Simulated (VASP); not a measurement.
Mg2H3, 10 atoms in the cell. Symmetry: R-3c, No. 167, trigonal system. Conventional cell: a = 5.380 Å, b = 5.380 Å, c = 12.521 Å, α = 90.00°, β = 90.00°, γ = 120.00°. Within 2.7 Å of Mg (site symmetry 3) lie 6 H at 2.06 to 2.10 Å. H (site symmetry 2) has 4 Mg at 2.06 to 2.10 Å and 4 H at 2.57 to 2.62 Å within 2.7 Å. 

```yaml
Program: VASP 6.6.1
Task: single point
Functional: PBE
Potentials_or_basis: VASP PAW PBE potentials, release 64 (Mg, H)
Cutoff: 520 eV
k_mesh: 12 × 12 × 12
Occupations: gaussian, width 0.1 eV
Spin: no spin polarisation
Dipole_correction: no
Further_INCAR_settings: ALGO = Normal; EDIFF = 1e-06; NBANDS = 18
```

Potentials or basis: VASP PAW PBE potentials, release 64 (Mg, H).

Command:

```console
$ cat potpaw_PBE.64/Mg/POTCAR potpaw_PBE.64/H/POTCAR > POTCAR
$ mpirun -np 1 vasp_std > vasp.out
```

Hardware: 1 thread of Intel(R) Xeon(R) Platinum 8259CL CPU @ 2.50GHz (Skylake/Cascade Lake) (shared host).

**Question.** How long does it take, and how much memory?

**Answer.** It took 4.3 min on 1 thread of Intel(R) Xeon(R) Platinum 8259CL CPU @ 2.50GHz (Skylake/Cascade Lake) (shared host), peak memory 0.44 GiB. Counts: scf iterations 12, k points 189.
